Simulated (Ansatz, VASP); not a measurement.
# AlN in VASP and in Ansatz

INCAR

```
SYSTEM = AlN
PREC = Accurate
ENCUT = 520
EDIFF = 1E-7
ISMEAR = -1
SIGMA = 0.02
LREAL = .FALSE.
LASPH = .TRUE.
NELM = 60
ALGO = Normal
ISIF = 2
LWAVE = .FALSE.
LCHARG = .FALSE.
GGA = PE
NBANDS = 16
```

The input KPOINTS:

```
Automatic mesh
0
G
  12 12 6
  0 0 0
```

File POSCAR:

```
AlN
1.0
    3.1066937602      0.0000000000      0.0000000000
   -1.5533468801      2.6904757181      0.0000000000
    0.0000000000      0.0000000000      4.9785915519
Al N
2 2
Direct
    0.3333333333      0.6666666667     -0.0032954727
    0.6666666667      0.3333333333      0.4967045273
    0.3333333333      0.6666666667      0.3782954727
    0.6666666667      0.3333333333      0.8782954727
```

Input for Ansatz:

```yaml
crystal:
  lattice:
    - [3.1066937602, 0.0, 0.0]
    - [-1.5533468801, 2.6904757181, 0.0]
    - [0.0, 0.0, 4.9785915519]
  atoms:
    - { symbol: Al, position: [0.3333333333, 0.6666666667, -0.0032954727] }
    - { symbol: Al, position: [0.6666666667, 0.3333333333, 0.4967045273] }
    - { symbol: "N", position: [0.3333333333, 0.6666666667, 0.3782954727] }
    - { symbol: "N", position: [0.6666666667, 0.3333333333, 0.8782954727] }
kpoints:
  mp_grid: { grid: [12, 12, 6] }
  band_path:
    path:
      - [0.0, 0.0, 0.0]
      - [0.5, 0.0, 0.0]
      - [0.3333333333, 0.3333333333, 0.0]
      - [0.0, 0.0, 0.5]
      - [0.5, 0.0, 0.5]
      - [0.3333333333, 0.3333333333, 0.5]
    npoints: 1
hamiltonian:
  xc: pbe
scf:
  occupations: { method: fermi_dirac, width: 0.02 }
  n_extra_bands: 5
output:
  forces: true
  stress: true
  eigenvalues: true
```

Alike in both runs: task single point; functional PBE; k mesh 12 × 12 × 6; occupations fermi-dirac, width 0.02 eV; no spin polarisation.

```csv
,VASP,Ansatz
version,VASP 6.6.1,Ansatz 0.2.0
potentials or method,"VASP PAW PBE potentials, release 64 (Al, N)","plane waves, PAW"
plane-wave cutoff (eV),520,420
valence electrons in the cell,16,16
```

```csv
,VASP,Ansatz,Ansatz less VASP
gap on the k mesh at the Fermi level (eV),4.24,4.23,-0.011
pressure (GPa),4.4,4.6,+0.26
"traceless stress, the component that is largest in VASP (GPa)",-0.10,-0.14,-0.043
rms of the force components (eV/Å),0.005,0.005,+0.0002
```

Atom by atom the forces differ by 0.000 eV/Å (rms over components).
